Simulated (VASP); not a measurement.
# BN (P6_3/mmc) in VASP: a series of runs, part 2 of 2

VASP 6.6.1. Earlier steps stand in the parts before.

## 5. Single point, PBEsol (volume 10.693 Å^3 an atom, c/a of the conventional cell 3.1694)

INCAR

```
  PREC = Accurate
  ENCUT = 520
  EDIFF = 1E-6
  ISMEAR = 0
  SIGMA = 0.05
  LREAL = F
  LASPH = T
  NELM = 60
  ALGO = Normal
  ISIF = 2
  LWAVE = F
  LCHARG = F
  GGA = PS
  NBANDS = 16
```

KPOINTS

```
Automatic mesh
0
Gamma
  12 12 4
```

POSCAR

```
BN
1.0
    2.4977595279      0.0000000000      0.0000000000
   -1.2488797640      2.1631232037      0.0000000000
    0.0000000000      0.0000000000      7.9163990476
B N
2 2
Direct
    0.3333333333      0.6666666667      0.2500000000
    0.6666666667      0.3333333333      0.7500000000
    0.3333333333      0.6666666667      0.7500000000
    0.6666666667      0.3333333333      0.2500000000
```

Potentials or basis: VASP PAW PBE potentials, release 64 (B, N).

Launch:

```console
$ cat potpaw_PBE.64/B/POTCAR potpaw_PBE.64/N/POTCAR > POTCAR
$ mpirun -np 1 vasp_std > vasp.out
```

OUTCAR:

```text
PREC = Accurate
   ENCUT = 520
   EDIFF = 1E-6
   ISMEAR = 0
   LREAL = F
   LASPH = T
   NELM = 60
   ISIF = 2
   GGA = PS

 ion  position               nearest neighbor table
   1  0.333  0.667  0.250-   4 1.44   4 1.44   4 1.44
   2  0.667  0.333  0.750-   3 1.44   3 1.44   3 1.44
   3  0.333  0.667  0.750-   2 1.44   2 1.44   2 1.44
   4  0.667  0.333  0.250-   1 1.44   1 1.44   1 1.44

  LATTYP: Found a hexagonal cell.
 ALAT       =     2.4977595279
 C/A-ratio  =     3.1693999999

  Lattice vectors:

 A1 = (   2.4977595279,   0.0000000000,   0.0000000000)
 A2 = (  -1.2488797640,   2.1631232037,   0.0000000000)
 A3 = (   0.0000000000,   0.0000000000,   7.9163990476)

Analysis of symmetry for initial positions (statically):
=====================================================================
 Subroutine PRICEL returns:
 Original cell was already a primitive cell.

 Routine SETGRP: Setting up the symmetry group for a
 hexagonal supercell.

 Subroutine GETGRP returns: Found 24 space group operations
 (whereof 12 operations were pure point group operations)
[... 167 lines left out ...]
  free energy    TOTEN  =       -36.56103622 eV

  energy without entropy =      -36.56103622  energy(sigma->0) =      -36.56103622

 E-fermi :   1.2295     XC(G=0):  -9.1134

 val. band max:        0.9379721842   @ k =   0.3333   0.3333   0.5000
 cond. band min:       5.3432850727   @ k =   0.0000   0.0000   0.0000
 fundamental gap:      4.4053128885
 Fermi energy:         1.2294502639

 k-point     1 :       0.0000    0.0000    0.0000
  band No.  band energies     occupation
      1     -16.7669      2.00000
      2     -16.6987      2.00000
      3      -4.7970      2.00000
      4      -3.9607      2.00000
      5      -0.3672      2.00000
      6      -0.3672      2.00000
[... 433 lines left out ...]
      3      -5.9526      2.00000
      4      -5.9442      2.00000
      5      -2.6426      2.00000
      6      -2.6356      2.00000
[... 8 lines left out ...]
     15      16.7114      0.00000
     16      18.7673      0.00000

 [... further k-points ...]
[... 5 lines left out ...]
  --------------------------------------------------------------------------------------
  -------------------------------------------------------------------------------------
  Total        0.7324112      0.7324112     -0.1167855     -0.0000000      0.0000000      0.0000000
  in kB       27.4350638     27.4350638     -4.3746160     -0.0000000      0.0000000      0.0000000
  external PRESSURE =      16.8318372 kB  Pullay stress =       0.0000000 kB

 VOLUME and BASIS-vectors are now :
 -----------------------------------------------------------------------------
  energy-cutoff  :      520.00
  volume of cell :       42.77
      direct lattice vectors                 reciprocal lattice vectors
     2.497759528  0.000000000  0.000000000     0.400358797  0.231147259  0.000000000
    -1.248879764  2.163123204  0.000000000     0.000000000  0.462294519  0.000000000
     0.000000000  0.000000000  7.916399048     0.000000000  0.000000000  0.126320060

 POSITION                                       TOTAL-FORCE (eV/Angst)
 -----------------------------------------------------------------------------------
     -0.00000      1.44208      1.97910        -0.000000     -0.000000      0.000000
      1.24888      0.72104      5.93730         0.000000     -0.000000      0.000000
     -0.00000      1.44208      5.93730         0.000000      0.000000      0.000000
      1.24888      0.72104      1.97910        -0.000000      0.000000      0.000000
 -----------------------------------------------------------------------------------
    total drift:                                0.000000     -0.000000      0.000000

  FREE ENERGIE OF THE ION-ELECTRON SYSTEM (eV)
  ---------------------------------------------------
  free  energy   TOTEN  =       -36.5610362154 eV

  energy  without entropy=      -36.5610362154  energy(sigma->0) =      -36.56103622
```

OSZICAR:

```text
N       E                     dE             d eps       ncg     rms          rms(c)
DAV:   1     0.535365725967E+02    0.53537E+02   -0.78011E+03  1840   0.905E+02
DAV:   2    -0.363115486106E+02   -0.89848E+02   -0.81250E+02  2528   0.219E+02
DAV:   3    -0.401988225995E+02   -0.38873E+01   -0.38678E+01  2384   0.457E+01
DAV:   4    -0.402319297665E+02   -0.33107E-01   -0.33099E-01  2320   0.467E+00
DAV:   5    -0.402323442969E+02   -0.41453E-03   -0.41452E-03  2376   0.493E-01    0.112E+01
DAV:   6    -0.370034961870E+02    0.32288E+01   -0.52346E+00  2256   0.170E+01    0.510E+00
DAV:   7    -0.366632777985E+02    0.34022E+00   -0.55470E-01  2456   0.519E+00    0.312E+00
DAV:   8    -0.365618807606E+02    0.10140E+00   -0.27004E-01  2392   0.334E+00    0.487E-01
DAV:   9    -0.365586382930E+02    0.32425E-02   -0.16262E-02  2040   0.973E-01    0.191E-01
DAV:  10    -0.365607019478E+02   -0.20637E-02   -0.16927E-03  2000   0.294E-01    0.360E-02
DAV:  11    -0.365610127892E+02   -0.31084E-03   -0.20632E-04  2200   0.925E-02    0.275E-02
DAV:  12    -0.365610357017E+02   -0.22912E-04   -0.46411E-05  2048   0.415E-02    0.266E-03
DAV:  13    -0.365610362154E+02   -0.51369E-06   -0.10544E-06  2072   0.839E-03
   1 F= -.36561036E+02 E0= -.36561036E+02  d E =-.668002E-18
```

Wall time 37 s (1 thread of AMD EPYC 7R43 (Zen 3), shared host); peak memory 0.14 GiB.

Results:

- Free energy: -36.5610 eV
- Pressure: 1.7 GPa
- Band gap on the k mesh: 4.41 eV, indirect (least direct gap 4.64 eV)

Stress tensor (GPa, compression positive):
```
 2.74  0.00  0.00
 0.00  2.74  0.00
 0.00  0.00 -0.44
```

Caveat: the PAW data sets were made with another functional, which shifts forces and pressure a little; this functional lacks dispersion, which binds the layers, so the pressure and a relaxed spacing across them are unreliable. A k mesh can miss the band edges.

## 6. The runs side by side

```tsv
cell	gap on the mesh (eV)	pressure (GPa)
a = 2.462, b = 2.462, c = 6.752 Å, angles 90.0, 90.0, 120.0°, 4 atoms	4.27	13.6
a = 2.500, b = 2.500, c = 7.734 Å, angles 90.0, 90.0, 120.0°, 4 atoms	4.43	1.2
a = 2.707, b = 2.707, c = 6.741 Å, angles 90.0, 90.0, 120.0°, 4 atoms	3.76	-38.9
a = 2.498, b = 2.498, c = 7.916 Å, angles 90.0, 90.0, 120.0°, 4 atoms	4.41	1.7
```

Alike in all rows: task single point; level PBEsol; potentials or basis VASP PAW PBE potentials, release 64 (B, N); no spin polarisation; k mesh 12 × 12 × 4; cutoff (eV) 520; smearing gaussian 0.05 eV.

Caveats: the PAW data sets were made with another functional, which shifts forces and pressure a little; this functional lacks dispersion, which binds the layers, so the pressure and a relaxed spacing across them are unreliable.

Total energies depend on the potentials used, so only differences within one code and one set of settings carry meaning.
